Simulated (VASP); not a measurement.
# Ge4N in VASP: further runs

Runs on Ge4N. Level: PBE. Tasks: single point.

Everything below comes from runs of VASP 6.6.1. Logs are shortened: lines on timing, memory, paths and dates and some standing lists are left out, and cuts for length are marked.

**1. The cell of the first run**

The cell holds a slab with vacuum, 5 atoms: a = 4.074 Å, b = 4.074 Å, c = 19.856 Å, α = 90.00°, β = 90.00°, γ = 90.00°.

**2. Single point, PBE**

The input, INCAR:

```
SYSTEM = Ge4N
PREC = Accurate
ENCUT = 520
EDIFF = 1E-6
ISMEAR = 0
SIGMA = 0.1
LREAL = .False.
LASPH = .True.
NELM = 60
ALGO = Normal
ISIF = 2
LWAVE = .False.
LCHARG = .False.
LDIPOL = .True.
IDIPOL = 3
DIPOL = 0.5 0.5 0.350
GGA = PE
NBANDS = 38
```

The input, KPOINTS:

```
regular mesh
0
Gamma
  7 7 1
  0 0 0
```

The input, POSCAR:

```
Ge4N
1.0
    4.0740542166      0.0000000000      0.0000000000
    0.0000000000      4.0740542166      0.0000000000
    0.0000000000      0.0000000000     19.8557568530
Ge N
4 1
Direct
    0.0000000000      0.5000000000      0.2014529101
    0.0000000000      0.0000000000      0.2739958855
    0.5000000000      0.0000000000      0.3493666166
    0.5000000000      0.5000000000      0.4208228835
    0.5000000000      0.5000000000      0.5067822815
```

Potentials or basis: VASP PAW PBE potentials, release 64 (Ge_d, N).

Command:

```sh
> cat potpaw_PBE.64/Ge_d/POTCAR potpaw_PBE.64/N/POTCAR > POTCAR
> mpirun -np 1 vasp_std > vasp.out
```

OUTCAR:

```text
SYSTEM = Ge4N
   PREC = Accurate
   ENCUT = 520
   EDIFF = 1E-6
   ISMEAR = 0
   LREAL = .False.
   LASPH = .True.
   NELM = 60
   ISIF = 2
   GGA = PE

 ion  position               nearest neighbor table
   1  0.000  0.500  0.201-   2 2.49   2 2.49
   2  0.000  0.000  0.274-   1 2.49   1 2.49   3 2.53   3 2.53
   3  0.500  0.000  0.349-   4 2.48   4 2.48   2 2.53   2 2.53
   4  0.500  0.500  0.421-   5 1.71   3 2.48   3 2.48
   5  0.500  0.500  0.507-   4 1.71

  LATTYP: Found a simple tetragonal cell.
 ALAT       =     4.0740542166
 C/A-ratio  =     4.8737095280

  Lattice vectors:

 A1 = (   4.0740542166,   0.0000000000,   0.0000000000)
 A2 = (   0.0000000000,   4.0740542166,   0.0000000000)
 A3 = (   0.0000000000,   0.0000000000,  19.8557568530)

Analysis of symmetry for initial positions (statically):
=====================================================================
 Subroutine PRICEL returns:
 Original cell was already a primitive cell.

 Routine SETGRP: Setting up the symmetry group for a
 simple tetragonal supercell.

 Subroutine GETGRP returns: Found  4 space group operations
 (whereof  4 operations were pure point group operations)
 out of a pool of 16 trial point group operations.

The static configuration has the point symmetry C_2v.

Analysis of symmetry for dynamics (positions and initial velocities):
=====================================================================
 Subroutine PRICEL returns:
 Original cell was already a primitive cell.

 Routine SETGRP: Setting up the symmetry group for a
 simple tetragonal supercell.

 Subroutine GETGRP returns: Found  4 space group operations
 (whereof  4 operations were pure point group operations)
 out of a pool of 16 trial point group operations.

The dynamic configuration has the point symmetry C_2v.

 Subroutine INISYM returns: Found  4 space group operations
 (whereof  4 operations are pure point group operations),
 and found     1 'primitive' translations

----------------------------------------------------------------------------------------

                                     Primitive cell

  volume of cell :     329.5642

  direct lattice vectors                    reciprocal lattice vectors
[... 82 lines left out ...]
   ENCUT  =  520.0 eV  38.22 Ry    6.18 a.u.   7.58  7.58 36.92*2*pi/ulx,y,z
   NELM   =     60;   NELMIN=  2; NELMDL= -5     # of ELM steps
   EDIFF  = 0.1E-05   stopping-criterion for ELM
   LREAL  =      F    real-space projection
[... 7 lines left out ...]
   TEBEG  =    0.0;   TEEND  =   0.0 temperature during run
   PSTRESS=    0.0 pullay stress
   NELECT =      61.0000    total number of electrons
   NUPDOWN=      -1.0000    fix difference up-down
   EMIN   =  10.00;   EMAX   =-10.00  energy-range for DOS
   EFERMI =   0.00;   METHOD = LEGACY
   ISMEAR =     0;   SIGMA  =   0.10  broadening in eV -4-tet -1-fermi 0-gaus
   EFERMI_NEDOS =   21; number of points for ismear=-14 and -15
   IALGO  =     38    algorithm
   IMIX   =      4    mixing-type and parameters
     AMIX     =   0.40;   BMIX     =  1.00
     AMIX_MAG =   1.60;   BMIX_MAG =  1.00
  volume/ion in A,a.u.               =      65.91       444.80
  Fermi-wavevector in a.u.,A,eV,Ry     =   0.932978  1.763073 11.843164  0.870448
  Thomas-Fermi vector in A             =   2.059632
   LORBIT       =      0    0 simple, 1 ext, 2 COOP (PROOUT), +10 PAW based schemes
   GGA     = PE    functional components
   LHFCALC =     F    Hartree Fock is set to
   AEXX    =    0.0000 exact exchange contribution
   IVDW    =     0    specifies the selected vdW correction
   LEPSILON=     F    determine dielectric tensor
   LRPA    =     F    only Hartree local field effects (RPA)
 non-spin polarized calculation
 Gauss-broadening in eV      SIGMA  =   0.10
  energy-cutoff  :      520.00
  volume of cell :      329.56
 maximum number of plane-waves:      8917
   NGX = 15   NGY = 15   NGZ = 73

 dipolmoment           0.000000      0.000000     -0.000009 electrons x Angstroem

 number of electron      60.9999943 magnetization

 dipolmoment           0.000000      0.000000      0.298506 electrons x Angstroem

 Free energy of the ion-electron system (eV)
  ---------------------------------------------------
  ext. energy  EPLUGINS =         0.00000000
  ---------------------------------------------------
  free energy    TOTEN  =       -20.93667428 eV

  energy without entropy =      -20.91590554  energy(sigma->0) =      -20.92628991

 E-fermi :  -3.3536     XC(G=0):  -4.0065

 val. band max:       -3.3838717534   @ k =   0.0000   0.4286   0.0000
 cond. band min:      -3.3335239128   @ k =  -0.1429   0.4286   0.0000
 fundamental gap:      0.0503478407
 Fermi energy:        -3.3536479662

 k-point     1 :       0.0000    0.0000    0.0000
  band No.  band energies     occupation
      1     -27.7670      2.00000
      2     -27.7485      2.00000
      3     -27.7293      2.00000
      4     -27.6950      2.00000
      5     -27.6871      2.00000
      6     -27.5745      2.00000
[... 645 lines left out ...]
     37       2.0130      0.00000
     38       3.2571      0.00000

------------------------ aborting loop because EDIFF is reached ----------------------------------------

 vacuum level on the upper side and lower side of the slab       (xc-potential included)         1.579        -1.589

  FORCE on cell =-STRESS in cart. coord.  units (eV):
  Direction    XX          YY          ZZ          XY          YZ          ZX
  --------------------------------------------------------------------------------------
  -------------------------------------------------------------------------------------
  Total       -1.0376039      0.5932220      0.3846584      0.0000000      0.0000000      0.0000000
  in kB       -5.0443139      2.8839504      1.8700177      0.0000000      0.0000000      0.0000000
  external PRESSURE =      -0.0967819 kB  Pullay stress =       0.0000000 kB

 VOLUME and BASIS-vectors are now :
 -----------------------------------------------------------------------------
  energy-cutoff  :      520.00
  volume of cell :      329.56
      direct lattice vectors                 reciprocal lattice vectors
     4.074054217  0.000000000  0.000000000     0.245455742  0.000000000  0.000000000
     0.000000000  4.074054217  0.000000000     0.000000000  0.245455742  0.000000000
     0.000000000  0.000000000 19.855756853     0.000000000  0.000000000  0.050363228

 POSITION                                       TOTAL-FORCE (eV/Angst)
 -----------------------------------------------------------------------------------
      0.00000      2.03703      4.00000         0.000000      0.000000     -0.196568
      0.00000      0.00000      5.44040         0.000000      0.000000      0.387388
      2.03703      0.00000      6.93694         0.000000      0.000000     -0.622019
      2.03703      2.03703      8.35576         0.000000      0.000000      0.553713
      2.03703      2.03703     10.06255         0.000000      0.000000     -0.122514
 -----------------------------------------------------------------------------------
    total drift:                                0.000000     -0.000000      0.001998

  FREE ENERGIE OF THE ION-ELECTRON SYSTEM (eV)
  ---------------------------------------------------
  free  energy   TOTEN  =       -20.9366742828 eV

  energy  without entropy=      -20.9159055370  energy(sigma->0) =      -20.92628991

 vacuum level on the upper side and lower side of the slab         4.900         1.646
```

OSZICAR:

```text
N       E                     dE             d eps       ncg     rms          rms(c)
DAV:   1     0.557501028075E+03    0.55750E+03   -0.31297E+04  1470   0.248E+03
DAV:   2     0.734205015041E+02   -0.48408E+03   -0.47155E+03  1398   0.640E+02
DAV:   3    -0.182577491610E+02   -0.91678E+02   -0.89654E+02  1718   0.192E+02
[... 14 lines left out ...]
DAV:  18    -0.209365686814E+02   -0.13855E-03   -0.59490E-05  1518   0.739E-02    0.114E-02
DAV:  19    -0.209366263163E+02   -0.57635E-04   -0.17212E-05  1190   0.278E-02    0.808E-03
DAV:  20    -0.209366568386E+02   -0.30522E-04   -0.13450E-05  1174   0.326E-02    0.389E-03
DAV:  21    -0.209366708491E+02   -0.14011E-04   -0.39249E-06  1088   0.227E-02    0.329E-03
DAV:  22    -0.209366742010E+02   -0.33519E-05   -0.14253E-06  1000   0.118E-02    0.147E-03
DAV:  23    -0.209366742828E+02   -0.81787E-07   -0.23143E-07   902   0.500E-03
   1 F= -.20936674E+02 E0= -.20926290E+02  d E =-.207687E-01
```

stdout:

```text
POSCAR found type information on POSCAR GeN
 POSCAR found :  2 types and       5 ions
 scaLAPACK will be used
 LDA part: xc-table for (Slater+PW92), standard interpolation
 POSCAR, INCAR and KPOINTS ok, starting setup
 FFT: planning ... GRIDC
 FFT: planning ... GRID_SOFT
 FFT: planning ... GRID
 WAVECAR not read
 entering main loop
```

It took 3.3 min on 1 thread of Intel Xeon 6975P-C (Granite Rapids), shared host; peak memory 0.43 GiB.

What came out:

```yaml
Free_energy: -20.9367 eV
Largest_force: 0.622 eV/Å
```

Forces in eV/Å, atoms in the order of the input:
```
Ge   0.000  0.000 -0.197
Ge   0.000  0.000  0.387
Ge   0.000  0.000 -0.622
Ge   0.000  0.000  0.554
N    0.000  0.000 -0.123
```

Levels at points of the mesh, in eV from the Fermi level:
```csv
k point,band 27,band 28,band 29,band 30,band 31,band 32,band 33,band 34
"(0.00, 0.00, 0.00)",-1.49,-0.74,-0.28,-0.24,0.77,1.69,1.84,2.00
```

(Continued in part 2 of 2.)
